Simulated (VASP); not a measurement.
Input of a VASP 6.6.1 run:

The input INCAR:

```
  PREC = Accurate
  ENCUT = 520
  EDIFF = 1E-6
  ISMEAR = 0
  SIGMA = 0.01
  LREAL = F
  LASPH = T
  NELM = 100
  ALGO = Normal
  ISIF = 2
  LWAVE = F
  LCHARG = F
  IBRION = 2
  NSW = 50
  EDIFFG = -0.002
```

File KPOINTS:

```
Automatic mesh
0
Gamma
  6 6 6
```

The input POSCAR:

```
BaTe
1.0
    0.0171657243      3.4417277256      3.4417277256
    3.4417277256      0.0171657243      3.4417277256
    3.4417277256      3.4417277256      0.0171657243
Ba Te
1 1
Direct
    0.0000000000      0.0000000000      0.0000000000
    0.5000000000      0.5000000000      0.5000000000
```

Potentials or basis: VASP PAW LDA potentials, release 64 (Ba_sv, Te).

Command:

```sh
$ cat potpaw_LDA.64/Ba_sv/POTCAR potpaw_LDA.64/Te/POTCAR > POTCAR
$ mpirun -np 1 vasp_std > vasp.out
```

(1) What does it give for the band gap on the k mesh?

## Answers

(1) 1.25 eV, indirect (least direct gap 1.63 eV).

Caveat: the cell differs from its parent crystal (equal xy, yz and zx engineering shears of +0.5 %); the relaxation stopped at its first step, so nothing moved; spin-orbit coupling is left out, which moves the levels of the heavy elements.
